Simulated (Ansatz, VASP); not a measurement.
**CdSe: VASP beside Ansatz**

```
Cd Se
1.0
     4.04504    0.00000    0.00000
    -2.02252    3.50311    0.00000
     0.00000    0.00000    7.92187
Cd Se
2 2
Direct
  0.66667 0.33333 0.00000
  0.33333 0.66667 0.50000
  0.66667 0.33333 0.37500
  0.33333 0.66667 0.87500
```

Alike in both runs: task single point; functional PBE; k mesh 12 × 12 × 4; occupations gaussian, width 0.05 eV; no spin polarisation.

|  | VASP | Ansatz |
| --- | --- | --- |
| version | VASP 6.6.1 | Ansatz 0.2.0 |
| potentials or method | VASP PAW PBE potentials, release 64 (Cd, Se), cutoff 520 eV | scalar-relativistic, plane waves, PAW |
| valence electrons in the cell | 36 | 72 |

VASP gave:

| Quantity | Value |
| --- | --- |
| gap on the k mesh at the Fermi level (eV) | 0.35 |
| least direct gap on the mesh (eV) | 0.35 |
| pressure (GPa) | 5.9 |
| traceless stress, the component that is largest in VASP (GPa) | -8.87 |
| rms of the force components (eV/Å) | 0.513 |

What did Ansatz give for the same quantities?

gap on the k mesh at the Fermi level (eV): 0.36; least direct gap on the mesh (eV): 0.36; pressure (GPa): 5.5; traceless stress, the component that is largest in VASP (GPa): -8.68; rms of the force components (eV/Å): 0.488.

Atom by atom the forces differ by 0.025 eV/Å (rms over components). The functional is the same, so the differences come from potentials, cutoffs and numerics. VASP's potentials hold 36 valence electrons a cell and Ansatz's 72, so a difference there can come from the potentials and not from the codes.
